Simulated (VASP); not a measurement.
Set up this calculation in VASP 6.6.1, as the native input.

* Task: single point
* Functional: LDA
* Potentials or basis: VASP PAW LDA potentials, release 64 (In_d, Se)
* Cutoff: 520 eV
* k mesh: 20 × 20 × 20
* Occupations: gaussian, width 0.1 eV
* Spin: no spin polarisation
* Dipole correction: no
* Further INCAR settings: ALGO = Normal; EDIFF = 1e-06; NBANDS = 16

The structure of InSe (rock salt) lies in POSCAR:

```
InSe
1.0
    0.0000000000      2.9335307489      2.9335307489
    2.9335307489      0.0000000000      2.9335307489
    2.9335307489      2.9335307489      0.0000000000
In Se
1 1
Direct
    0.0000000000      0.0000000000      0.0000000000
    0.5000000000      0.5000000000      0.5000000000
```

This cell differs from its parent crystal: volume scaled by 1.15.

The input as run:

INCAR

```
SYSTEM = InSe
  PREC = Accurate
  ENCUT = 520
  EDIFF = 1E-6
  ISMEAR = 0
  SIGMA = 0.1
  LREAL = .FALSE.
  LASPH = .TRUE.
  NELM = 60
  ALGO = Normal
  ISIF = 2
  LWAVE = .FALSE.
  LCHARG = .FALSE.
  NBANDS = 16
```

KPOINTS

```
regular mesh
0
G
  20 20 20
  0 0 0
```

Potentials or basis: VASP PAW LDA potentials, release 64 (In_d, Se).

Run with:

```bash
$ cat potpaw_LDA.64/In_d/POTCAR potpaw_LDA.64/Se/POTCAR > POTCAR
$ mpirun -np 1 vasp_std > vasp.out
```

It gave:

The pressure is -3.2 GPa.

Run time: 110 s on 1 thread of Intel Xeon 6975P-C (shared host), peak memory 0.33 GiB.
